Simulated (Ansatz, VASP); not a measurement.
One calculation of LaHg2, two programs

File INCAR:

```
PREC = Accurate
ENCUT = 520
EDIFF = 1E-6
ISMEAR = -1
SIGMA = 0.08
LREAL = False
LASPH = True
NELM = 60
ALGO = Normal
ISIF = 2
LWAVE = False
LCHARG = False
NBANDS = 24
```

KPOINTS

```
regular mesh
0
Gamma
  8 8 9
```

Contents of POSCAR:

```
LaHg2
1.0
    5.0552386287      0.0000000000      0.0000000000
   -2.5276193144      4.3779650747      0.0000000000
    0.0000000000      0.0000000000      3.7113906736
La Hg
1 2
Direct
    0.0000000000      0.0000000000      0.0000000000
    0.3333333333      0.6666666667      0.5000000000
    0.6666666667      0.3333333333      0.5000000000
```

Input for Ansatz:

```yaml
crystal:
  lattice:
    - [5.0552386287, 0.0, 0.0]
    - [-2.5276193144, 4.3779650747, 0.0]
    - [0.0, 0.0, 3.7113906736]
  atoms:
    - { symbol: La, position: [0.0, 0.0, 0.0] }
    - { symbol: Hg, position: [0.3333333333, 0.6666666667, 0.5] }
    - { symbol: Hg, position: [0.6666666667, 0.3333333333, 0.5] }
kpoints:
  mp_grid: { grid: [8, 8, 9] }
  band_path:
    path:
      - [0.0, 0.0, 0.0]
      - [0.5, 0.0, 0.0]
      - [0.3333333333, 0.3333333333, 0.0]
      - [0.0, 0.0, 0.0]
      - [0.0, 0.0, 0.5]
      - [0.5, 0.0, 0.5]
      - [0.3333333333, 0.3333333333, 0.5]
      - [0.0, 0.0, 0.5]
      - [0.5, 0.0, 0.5]
    npoints: 5
scf:
  occupations: { method: fermi_dirac, width: 0.08 }
hamiltonian:
  xc: lda
  pseudopotentials: { kind: all_electron, lapw: { basis_error: 0.001 } }
output:
  forces: true
  stress: true
  eigenvalues: true
```

Change from the starting cell: volume scaled by 1.06.

Alike in both runs: task single point; functional LDA; k mesh 8 × 8 × 9; occupations fermi-dirac, width 0.08 eV; no spin polarisation.

```csv
,VASP,Ansatz
version,VASP 6.6.1,Ansatz 0.2.0
potentials or method,"VASP PAW LDA potentials, release 64 (La, Hg), cutoff 520 eV","all-electron LAPW, scalar-relativistic"
```

|  | VASP | Ansatz | Ansatz less VASP |
| --- | --- | --- | --- |
| pressure (GPa) | -5.7 | -6.0 | -0.30 |
| traceless stress, the component that is largest in VASP (GPa) | 0.22 | 0.43 | +0.208 |

LDA's correlation is that of Perdew and Zunger in VASP and of Perdew and Wang (1992) in Ansatz. Ansatz ran all-electron here, and VASP with PAW potentials.

Spin-orbit coupling is off throughout.
